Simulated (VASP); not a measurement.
Write the native input for VASP 6.6.1 that does the following.

```yaml
Task: single point
Functional: BLYP
Potentials_or_basis: VASP PAW PBE potentials, release 64 (Yb)
Cutoff: 520 eV
k_mesh: 7 × 7 × 7
Occupations: fermi-dirac, width 0.1 eV
Spin: no spin polarisation
Dipole_correction: no
Further_INCAR_settings: ALGO = Normal; EDIFF = 1e-07; NBANDS = 31
```

The structure of Yb lies in POSCAR:

```
Yb
1.0
    0.0000000000      4.6209997208      4.6209997208
    4.6209997208      0.0000000000      4.6209997208
    4.6209997208      4.6209997208      0.0000000000
Yb
2
Direct
    0.1250000000      0.1250000000      0.1250000000
    0.8750000000      0.8750000000      0.8750000000
```

This isn't the form of Yb at room conditions, which is fcc.

The input as run:

INCAR

```
PREC = Accurate
ENCUT = 520
EDIFF = 1E-7
ISMEAR = -1
SIGMA = 0.1
LREAL = False
LASPH = True
NELM = 100
ALGO = Normal
ISIF = 2
LWAVE = False
LCHARG = False
GGA = B5
ALDAX = 1.0
AGGAX = 1.0
AGGAC = 1.0
ALDAC = 0.0
NBANDS = 31
```

KPOINTS

```
Automatic mesh
0
Gamma
  7 7 7
```

Potentials or basis: VASP PAW PBE potentials, release 64 (Yb).

Launch:

```console
$ cat potpaw_PBE.64/Yb/POTCAR > POTCAR
$ mpirun -np 1 vasp_std > vasp.out
```

Results of the run:

```yaml
Pressure: 0.0 GPa
Band_gap_on_the_k_mesh: zero (bands 24 and 25 overlap by 0.67 eV)
```

Caveat: the PAW data sets were made with another functional, which shifts forces and pressure a little; spin-orbit coupling is left out, which moves the levels of the heavy elements.

It took 11 min on 1 thread of Intel(R) Xeon(R) 6975P-C (Granite Rapids), on a shared host, peak memory 0.39 GiB.
